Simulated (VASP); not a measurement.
# LaTiO3 (Pm-3m) in VASP: further runs, part 2 of 3

VASP 6.6.1.

## 3. Single point, LDA+U, collinear spin

INCAR

```
SYSTEM = LaTiO3
ALGO = Normal
EDIFF = 1E-6
ENCUT = 600
GGA = CA
GGA_COMPAT = .False.
ISIF = 2
ISMEAR = 0
ISPIN = 2
LASPH = .True.
LCHARG = .True.
LDAU = .True.
LDAUJ = 0 0 0
LDAUL = -1 2 -1
LDAUPRINT = 1
LDAUTYPE = 2
LDAUU = 0 5 0
LELF = .True.
LMAXMIX = 6
LORBIT = 11
LREAL = .False.
LVHAR = .True.
LWAVE = .False.
MAGMOM = 0.13 0.55 -0.03 -0.03 -0.03
NBANDS = 32
NELM = 200
PREC = Accurate
SIGMA = 0.05
```

KPOINTS

```
k-points
0
Gamma
  5 5 5
  0 0 0
```

POSCAR

```
LaTiO3
1.0
    3.9200046000      0.0000000000      0.0000000000
    0.0000000000      3.9200046000      0.0000000000
    0.0000000000      0.0000000000      3.9200046000
La Ti O
1 1 3
Direct
    0.0000000000      0.0000000000      0.0000000000
    0.5000000000      0.5000000000      0.5000000000
    0.0000000000      0.5000000000      0.5000000000
    0.5000000000      0.5000000000      0.0000000000
    0.5000000000      0.0000000000      0.5000000000
```

Potentials or basis: VASP PAW LDA potentials, release 64 (La, Ti_sv, O).

The run is started by

```bash
$ cat potpaw_LDA.64/La/POTCAR potpaw_LDA.64/Ti_sv/POTCAR potpaw_LDA.64/O/POTCAR > POTCAR
$ mpirun -np 1 vasp_std > vasp.out
```

OUTCAR:

```text
SYSTEM = LaTiO3
   EDIFF = 1E-6
   ENCUT = 600
   GGA = CA
   ISIF = 2
   ISMEAR = 0
   ISPIN = 2
   LASPH = .True.
   LORBIT = 11
   LREAL = .False.
   NELM = 200
   PREC = Accurate

 ion  position               nearest neighbor table
   1  0.000  0.000  0.000-   3 2.77   4 2.77   5 2.77   3 2.77   5 2.77   3 2.77   4 2.77   3 2.77
                             4 2.77   5 2.77   5 2.77   4 2.77
   2  0.500  0.500  0.500-   3 1.96   4 1.96   5 1.96   4 1.96   5 1.96   3 1.96
   3  0.000  0.500  0.500-   2 1.96   2 1.96   1 2.77   1 2.77   1 2.77   1 2.77
   4  0.500  0.500  0.000-   2 1.96   2 1.96   1 2.77   1 2.77   1 2.77   1 2.77
   5  0.500  0.000  0.500-   2 1.96   2 1.96   1 2.77   1 2.77   1 2.77   1 2.77

  LATTYP: Found a simple cubic cell.
 ALAT       =     3.9200046000

  Lattice vectors:

 A1 = (   3.9200046000,   0.0000000000,   0.0000000000)
 A2 = (   0.0000000000,   3.9200046000,   0.0000000000)
 A3 = (   0.0000000000,   0.0000000000,   3.9200046000)

Analysis of symmetry for initial positions (statically):
=====================================================================
 Subroutine PRICEL returns:
 Original cell was already a primitive cell.

 Routine SETGRP: Setting up the symmetry group for a
 simple cubic supercell.

 Subroutine GETGRP returns: Found 48 space group operations
 (whereof 48 operations were pure point group operations)
 out of a pool of 48 trial point group operations.

The static configuration has the point symmetry O_h .

Analysis of symmetry for dynamics (positions and initial velocities):
=====================================================================
 Subroutine PRICEL returns:
 Original cell was already a primitive cell.

 Routine SETGRP: Setting up the symmetry group for a
 simple cubic supercell.

 Subroutine GETGRP returns: Found 48 space group operations
 (whereof 48 operations were pure point group operations)
 out of a pool of 48 trial point group operations.

The dynamic configuration has the point symmetry O_h .

Analysis of structural, dynamic, and magnetic symmetry:
=====================================================================
 Subroutine PRICEL returns:
 Original cell was already a primitive cell.

 Routine SETGRP: Setting up the symmetry group for a
 simple cubic supercell.

 Subroutine GETGRP returns: Found 48 space group operations
 (whereof 48 operations were pure point group operations)
 out of a pool of 48 trial point group operations.

The overall configuration has the point symmetry O_h .

 Subroutine INISYM returns: Found 48 space group operations
[... 140 lines left out ...]
  0.0000  0.0000  0.0000  0.2439 -0.0000
 -0.0000  0.0000  0.0000 -0.0000  0.2144

spin component  2

  0.0877 -0.0000  0.0000  0.0000  0.0000
 -0.0000  0.0877  0.0000  0.0000  0.0000
  0.0000  0.0000  0.2072  0.0000  0.0000
  0.0000  0.0000  0.0000  0.0877 -0.0000
  0.0000  0.0000  0.0000 -0.0000  0.2072

 occupancies and eigenvectors

  o =  0.0877  v =  0.0000  0.0000  0.0000  0.0000  0.0000  0.0000 -0.8539 -0.0000 -0.5204  0.0000      0.0000  0.0000  0.0000  0.0000  0.0000  0.0000  0.0000  0.0000  0.0000  0.0000
  o =  0.0877  v =  0.0000  0.0000  0.0000  0.0000  0.0000  0.0000  0.5204  0.0000 -0.8539 -0.0000      0.0000  0.0000  0.0000  0.0000  0.0000  0.0000  0.0000  0.0000  0.0000  0.0000
  o =  0.0877  v =  0.0000  0.0000  0.0000  0.0000  0.0000  1.0000  0.0000  0.0000  0.0000  0.0000      0.0000  0.0000  0.0000  0.0000  0.0000  0.0000  0.0000  0.0000  0.0000  0.0000
  o =  0.2072  v =  0.0000  0.0000  0.0000  0.0000  0.0000  0.0000 -0.0000  0.0262 -0.0000 -0.9997      0.0000  0.0000  0.0000  0.0000  0.0000  0.0000  0.0000  0.0000  0.0000  0.0000
  o =  0.2072  v =  0.0000  0.0000  0.0000  0.0000  0.0000  0.0000 -0.0000 -0.9997 -0.0000 -0.0262      0.0000  0.0000  0.0000  0.0000  0.0000  0.0000  0.0000  0.0000  0.0000  0.0000
  o =  0.2144  v =  0.0000 -0.0000 -0.0795 -0.0000  0.9968  0.0000  0.0000  0.0000  0.0000  0.0000      0.0000  0.0000  0.0000  0.0000  0.0000  0.0000  0.0000  0.0000  0.0000  0.0000
  o =  0.2144  v =  0.0000 -0.0000  0.9968  0.0000  0.0795  0.0000  0.0000  0.0000  0.0000  0.0000      0.0000  0.0000  0.0000  0.0000  0.0000  0.0000  0.0000  0.0000  0.0000  0.0000
  o =  0.2439  v =  0.0000 -0.9261 -0.0000 -0.3774 -0.0000  0.0000  0.0000  0.0000  0.0000  0.0000      0.0000  0.0000  0.0000  0.0000  0.0000  0.0000  0.0000  0.0000  0.0000  0.0000
  o =  0.2439  v =  0.0000  0.3774  0.0000 -0.9261 -0.0000  0.0000  0.0000  0.0000  0.0000  0.0000      0.0000  0.0000  0.0000  0.0000  0.0000  0.0000  0.0000  0.0000  0.0000  0.0000
  o =  0.2439  v =  1.0000  0.0000  0.0000  0.0000  0.0000  0.0000  0.0000  0.0000  0.0000  0.0000      0.0000  0.0000  0.0000  0.0000  0.0000  0.0000  0.0000  0.0000  0.0000  0.0000

 number of electron      40.9999976 magnetization       0.7292622

 Free energy of the ion-electron system (eV)
  ---------------------------------------------------
  ext. energy  EPLUGINS =         0.00000000
  ---------------------------------------------------
  free energy    TOTEN  =       -44.22625207 eV

  energy without entropy =      -44.22520228  energy(sigma->0) =      -44.22572717

 E-fermi :  10.8894     XC(G=0): -12.1649

 val. band max:       10.8051204591   @ k =   0.4000   0.0000   0.0000
 cond. band min:      10.9035020741   @ k =   0.2000   0.2000   0.2000
 fundamental gap:      0.0983816150
 Fermi energy:        10.8893513343

 spin component 1

 k-point     1 :       0.0000    0.0000    0.0000
  band No.  band energies     occupation
      1     -48.1123      1.00000
      2     -24.7989      1.00000
      3     -24.7989      1.00000
      4     -24.7989      1.00000
      5     -23.0165      1.00000
      6      -9.8540      1.00000
[... 339 lines left out ...]
     31      13.1562      0.00000
     32      13.1580      0.00000
 Fermi energy:        10.8893513343

 spin component 2

 k-point     1 :       0.0000    0.0000    0.0000
  band No.  band energies     occupation
      1     -47.6671      1.00000
      2     -24.3656      1.00000
      3     -24.3656      1.00000
      4     -24.3656      1.00000
      5     -22.9526      1.00000
      6      -9.8391      1.00000
[... 339 lines left out ...]
     31      13.8533      0.00000
     32      13.8533      0.00000

------------------------ aborting loop because EDIFF is reached ----------------------------------------

  FORCE on cell =-STRESS in cart. coord.  units (eV):
  Direction    XX          YY          ZZ          XY          YZ          ZX
  --------------------------------------------------------------------------------------
  -------------------------------------------------------------------------------------
  Total       -0.3344876     -0.3344876     -0.3344876      0.0000000      0.0000000      0.0000000
  in kB       -8.8967389     -8.8967389     -8.8967389      0.0000000      0.0000000      0.0000000
  external PRESSURE =      -8.8967389 kB  Pullay stress =       0.0000000 kB

 VOLUME and BASIS-vectors are now :
 -----------------------------------------------------------------------------
  energy-cutoff  :      600.00
  volume of cell :       60.24
      direct lattice vectors                 reciprocal lattice vectors
     3.920004600  0.000000000  0.000000000     0.255101741  0.000000000  0.000000000
     0.000000000  3.920004600  0.000000000     0.000000000  0.255101741  0.000000000
     0.000000000  0.000000000  3.920004600     0.000000000  0.000000000  0.255101741

 POSITION                                       TOTAL-FORCE (eV/Angst)
 -----------------------------------------------------------------------------------
      0.00000      0.00000      0.00000         0.000000      0.000000      0.000000
      1.96000      1.96000      1.96000         0.000000      0.000000      0.000000
      0.00000      1.96000      1.96000         0.000000      0.000000      0.000000
      1.96000      1.96000      0.00000         0.000000      0.000000      0.000000
      1.96000      0.00000      1.96000         0.000000      0.000000      0.000000
 -----------------------------------------------------------------------------------
    total drift:                                0.000000     -0.000000     -0.000000

  FREE ENERGIE OF THE ION-ELECTRON SYSTEM (eV)
  ---------------------------------------------------
  free  energy   TOTEN  =       -44.2262520664 eV

  energy  without entropy=      -44.2252022799  energy(sigma->0) =      -44.22572717

 total charge

# of ion       s       p       d       f       tot
--------------------------------------------------
    1        2.009   5.664   0.529   0.268   8.470
    2        2.230   6.321   1.807   0.000  10.358
    3        1.548   3.488   0.000   0.000   5.036
    4        1.548   3.488   0.000   0.000   5.036
    5        1.548   3.488   0.000   0.000   5.036
--------------------------------------------------
tot          8.883  22.449   2.336   0.268  33.935

 magnetization (x)

# of ion       s       p       d       f       tot
--------------------------------------------------
    1        0.001  -0.001   0.058   0.078   0.137
    2        0.003   0.004   0.480   0.000   0.486
    3       -0.000  -0.014   0.000   0.000  -0.015
    4       -0.000  -0.014   0.000   0.000  -0.015
    5       -0.000  -0.014   0.000   0.000  -0.015
--------------------------------------------------
tot          0.003  -0.039   0.538   0.078   0.579
```

Run time: 46 s. Hardware: 1 thread of Intel Xeon Platinum 8488C (Sapphire Rapids), shared host; peak memory 0.19 GiB.

Results:

```yaml
Free_energy: -44.2263 eV
Pressure: -0.9 GPa
Net_moment: 0.73 μB per cell
Site_moments: La +0.14; Ti +0.49; O -0.01 μB
Valence_electrons_inside_the_program's_atomic_spheres: La 8.47; Ti 10.36; O 5.04
```

Eigenvalues of the final occupation matrices:
```tsv
site	spin	trace	eigenvalues
site 2 d	1	1.16	0.21 0.21 0.24 0.24 0.24
site 2 d	2	0.68	0.09 0.09 0.09 0.21 0.21
```

Caveat: spin-orbit coupling is left out, which moves the levels of the heavy elements.

## 4. Single point, LDA+U, collinear spin, zero start

INCAR

```
SYSTEM = LaTiO3
ALGO = Normal
EDIFF = 1E-6
ENCUT = 600
GGA = CA
GGA_COMPAT = .False.
ISIF = 2
ISMEAR = 0
ISPIN = 2
LASPH = .True.
LCHARG = .False.
LDAU = .True.
LDAUJ = 0 0 0
LDAUL = -1 2 -1
LDAUPRINT = 1
LDAUTYPE = 2
LDAUU = 0 5 0
LMAXMIX = 6
LORBIT = 11
LREAL = .False.
LWAVE = .False.
MAGMOM = 0 0 0 0 0
NBANDS = 32
NELM = 200
NUPDOWN = 0.0
PREC = Accurate
SIGMA = 0.05
```

KPOINTS is that of step 3.

POSCAR is that of step 3.

Potentials or basis: VASP PAW LDA potentials, release 64 (La, Ti_sv, O).

The run is started by

```bash
$ cat potpaw_LDA.64/La/POTCAR potpaw_LDA.64/Ti_sv/POTCAR potpaw_LDA.64/O/POTCAR > POTCAR
$ mpirun -np 1 vasp_std > vasp.out
```

OUTCAR:

```text
SYSTEM = LaTiO3
   EDIFF = 1E-6
   ENCUT = 600
   GGA = CA
   ISIF = 2
   ISMEAR = 0
   ISPIN = 2
   LASPH = .True.
   LORBIT = 11
   LREAL = .False.
   NELM = 200
   NUPDOWN = 0.0
   PREC = Accurate

 ion  position               nearest neighbor table
   1  0.000  0.000  0.000-   3 2.77   4 2.77   5 2.77   3 2.77   5 2.77   3 2.77   4 2.77   3 2.77
                             4 2.77   5 2.77   5 2.77   4 2.77
   2  0.500  0.500  0.500-   3 1.96   4 1.96   5 1.96   4 1.96   5 1.96   3 1.96
   3  0.000  0.500  0.500-   2 1.96   2 1.96   1 2.77   1 2.77   1 2.77   1 2.77
   4  0.500  0.500  0.000-   2 1.96   2 1.96   1 2.77   1 2.77   1 2.77   1 2.77
   5  0.500  0.000  0.500-   2 1.96   2 1.96   1 2.77   1 2.77   1 2.77   1 2.77

  LATTYP: Found a simple cubic cell.
 ALAT       =     3.9200046000

  Lattice vectors:

 A1 = (   3.9200046000,   0.0000000000,   0.0000000000)
 A2 = (   0.0000000000,   3.9200046000,   0.0000000000)
 A3 = (   0.0000000000,   0.0000000000,   3.9200046000)

Analysis of symmetry for initial positions (statically):
=====================================================================
 Subroutine PRICEL returns:
 Original cell was already a primitive cell.

 Routine SETGRP: Setting up the symmetry group for a
 simple cubic supercell.

 Subroutine GETGRP returns: Found 48 space group operations
 (whereof 48 operations were pure point group operations)
 out of a pool of 48 trial point group operations.

The static configuration has the point symmetry O_h .

Analysis of symmetry for dynamics (positions and initial velocities):
=====================================================================
 Subroutine PRICEL returns:
 Original cell was already a primitive cell.

 Routine SETGRP: Setting up the symmetry group for a
 simple cubic supercell.

 Subroutine GETGRP returns: Found 48 space group operations
 (whereof 48 operations were pure point group operations)
 out of a pool of 48 trial point group operations.

The dynamic configuration has the point symmetry O_h .

Analysis of structural, dynamic, and magnetic symmetry:
=====================================================================
 Subroutine PRICEL returns:
 Original cell was already a primitive cell.

 Routine SETGRP: Setting up the symmetry group for a
 simple cubic supercell.

 Subroutine GETGRP returns: Found 48 space group operations
 (whereof 48 operations were pure point group operations)
 out of a pool of 48 trial point group operations.

The overall configuration has the point symmetry O_h .

 Subroutine INISYM returns: Found 48 space group operations
 (whereof 48 operations are pure point group operations),
 and found     1 'primitive' translations

[... 146 lines left out ...]
 -0.0000 -0.0000  0.2133  0.0000 -0.0000
  0.0000  0.0000  0.0000  0.1614 -0.0000
  0.0000  0.0000 -0.0000 -0.0000  0.2133

 occupancies and eigenvectors

  o =  0.1614  v =  0.0000  0.5286  0.0000  0.8489 -0.0000  0.0000  0.0000  0.0000  0.0000  0.0000      0.0000  0.0000  0.0000  0.0000  0.0000  0.0000  0.0000  0.0000  0.0000  0.0000
  o =  0.1614  v =  0.0000 -0.8489 -0.0000  0.5286 -0.0000  0.0000  0.0000  0.0000  0.0000  0.0000      0.0000  0.0000  0.0000  0.0000  0.0000  0.0000  0.0000  0.0000  0.0000  0.0000
  o =  0.1614  v =  1.0000  0.0000  0.0000  0.0000  0.0000  0.0000  0.0000  0.0000  0.0000  0.0000      0.0000  0.0000  0.0000  0.0000  0.0000  0.0000  0.0000  0.0000  0.0000  0.0000
  o =  0.1614  v =  0.0000  0.0000  0.0000  0.0000  0.0000  0.0000 -0.2146  0.0000 -0.9767 -0.0000      0.0000  0.0000  0.0000  0.0000  0.0000  0.0000  0.0000  0.0000  0.0000  0.0000
  o =  0.1614  v =  0.0000  0.0000  0.0000  0.0000  0.0000  0.0000  0.9767 -0.0000 -0.2146  0.0000      0.0000  0.0000  0.0000  0.0000  0.0000  0.0000  0.0000  0.0000  0.0000  0.0000
  o =  0.1614  v =  0.0000  0.0000  0.0000  0.0000  0.0000  1.0000  0.0000  0.0000  0.0000  0.0000      0.0000  0.0000  0.0000  0.0000  0.0000  0.0000  0.0000  0.0000  0.0000  0.0000
  o =  0.2133  v =  0.0000  0.0000 -0.9999  0.0000  0.0101  0.0000  0.0000  0.0000  0.0000  0.0000      0.0000  0.0000  0.0000  0.0000  0.0000  0.0000  0.0000  0.0000  0.0000  0.0000
  o =  0.2133  v =  0.0000 -0.0000  0.0101  0.0000  0.9999  0.0000  0.0000  0.0000  0.0000  0.0000      0.0000  0.0000  0.0000  0.0000  0.0000  0.0000  0.0000  0.0000  0.0000  0.0000
  o =  0.2133  v =  0.0000  0.0000  0.0000  0.0000  0.0000  0.0000 -0.0000 -1.0000 -0.0000 -0.0010      0.0000  0.0000  0.0000  0.0000  0.0000  0.0000  0.0000  0.0000  0.0000  0.0000
  o =  0.2133  v =  0.0000  0.0000  0.0000  0.0000  0.0000  0.0000  0.0000  0.0010  0.0000 -1.0000      0.0000  0.0000  0.0000  0.0000  0.0000  0.0000  0.0000  0.0000  0.0000  0.0000

 number of electron      40.9999976 magnetization       0.0000000

 Free energy of the ion-electron system (eV)
  ---------------------------------------------------
  ext. energy  EPLUGINS =         0.00000000
  ---------------------------------------------------
  free energy    TOTEN  =       -44.15850083 eV

  energy without entropy =      -44.15071047  energy(sigma->0) =      -44.15460565

 E-fermi :  10.9513     XC(G=0): -12.1687

 val. band max:       10.8968286173   @ k =   0.2000   0.0000   0.0000
 cond. band min:      10.9651019123   @ k =   0.4000   0.2000   0.0000
 fundamental gap:      0.0682732950
 Fermi energy:        10.9513071196

 spin component 1

 k-point     1 :       0.0000    0.0000    0.0000
  band No.  band energies     occupation
      1     -48.0719      1.00000
      2     -24.7550      1.00000
      3     -24.7550      1.00000
      4     -24.7550      1.00000
      5     -22.9054      1.00000
      6      -9.8749      1.00000
[... 339 lines left out ...]
     31      13.3759      0.00000
     32      13.3760      0.00000
 Fermi energy:        10.9512661682

 spin component 2

 k-point     1 :       0.0000    0.0000    0.0000
  band No.  band energies     occupation
      1     -48.0719      1.00000
      2     -24.7550      1.00000
      3     -24.7550      1.00000
      4     -24.7550      1.00000
      5     -22.9054      1.00000
      6      -9.8749      1.00000
[... 339 lines left out ...]
     31      13.3759      0.00000
     32      13.3761      0.00000

------------------------ aborting loop because EDIFF is reached ----------------------------------------

  FORCE on cell =-STRESS in cart. coord.  units (eV):
  Direction    XX          YY          ZZ          XY          YZ          ZX
  --------------------------------------------------------------------------------------
  -------------------------------------------------------------------------------------
  Total       -0.4965098     -0.4965098     -0.4965098      0.0000000      0.0000000      0.0000000
  in kB      -13.2062238    -13.2062238    -13.2062238      0.0000000      0.0000000      0.0000000
  external PRESSURE =     -13.2062238 kB  Pullay stress =       0.0000000 kB

 VOLUME and BASIS-vectors are now :
 -----------------------------------------------------------------------------
  energy-cutoff  :      600.00
  volume of cell :       60.24
      direct lattice vectors                 reciprocal lattice vectors
     3.920004600  0.000000000  0.000000000     0.255101741  0.000000000  0.000000000
     0.000000000  3.920004600  0.000000000     0.000000000  0.255101741  0.000000000
     0.000000000  0.000000000  3.920004600     0.000000000  0.000000000  0.255101741

 POSITION                                       TOTAL-FORCE (eV/Angst)
 -----------------------------------------------------------------------------------
      0.00000      0.00000      0.00000         0.000000      0.000000      0.000000
      1.96000      1.96000      1.96000         0.000000      0.000000      0.000000
      0.00000      1.96000      1.96000         0.000000      0.000000      0.000000
      1.96000      1.96000      0.00000         0.000000      0.000000      0.000000
      1.96000      0.00000      1.96000         0.000000      0.000000      0.000000
 -----------------------------------------------------------------------------------
    total drift:                                0.000000     -0.000000     -0.000000

  FREE ENERGIE OF THE ION-ELECTRON SYSTEM (eV)
  ---------------------------------------------------
  free  energy   TOTEN  =       -44.1585008325 eV

  energy  without entropy=      -44.1507104652  energy(sigma->0) =      -44.15460565

 total charge

# of ion       s       p       d       f       tot
--------------------------------------------------
    1        2.008   5.662   0.541   0.272   8.483
    2        2.231   6.322   1.791   0.000  10.343
    3        1.548   3.486   0.000   0.000   5.034
    4        1.548   3.486   0.000   0.000   5.034
    5        1.548   3.486   0.000   0.000   5.034
--------------------------------------------------
tot          8.883  22.443   2.332   0.272  33.930

 magnetization (x)

# of ion       s       p       d       f       tot
--------------------------------------------------
    1       -0.000   0.000   0.000  -0.000  -0.000
    2        0.000   0.000  -0.000   0.000   0.000
    3       -0.000   0.000   0.000   0.000  -0.000
    4       -0.000   0.000   0.000   0.000  -0.000
    5       -0.000   0.000   0.000   0.000  -0.000
--------------------------------------------------
tot         -0.000   0.000   0.000  -0.000  -0.000
```

It took 49 s on 1 thread of Intel Xeon Platinum 8488C (Sapphire Rapids), shared host; peak memory 0.2 GiB.

Results:

```yaml
Free_energy: -44.1585 eV
Pressure: -1.3 GPa
Net_moment: 0.00 μB per cell
Valence_electrons_inside_the_program's_atomic_spheres: La 8.48; Ti 10.34; O 5.03
```

Eigenvalues of the final occupation matrices:
```csv
site,spin,trace,eigenvalues
site 2 d,1,0.91,0.16 0.16 0.16 0.21 0.21
site 2 d,2,0.91,0.16 0.16 0.16 0.21 0.21
```

Caveat: spin-orbit coupling is left out, which moves the levels of the heavy elements; the total moment is fixed, so each spin has its own Fermi level.

(Part 2 of 3 ends here.)
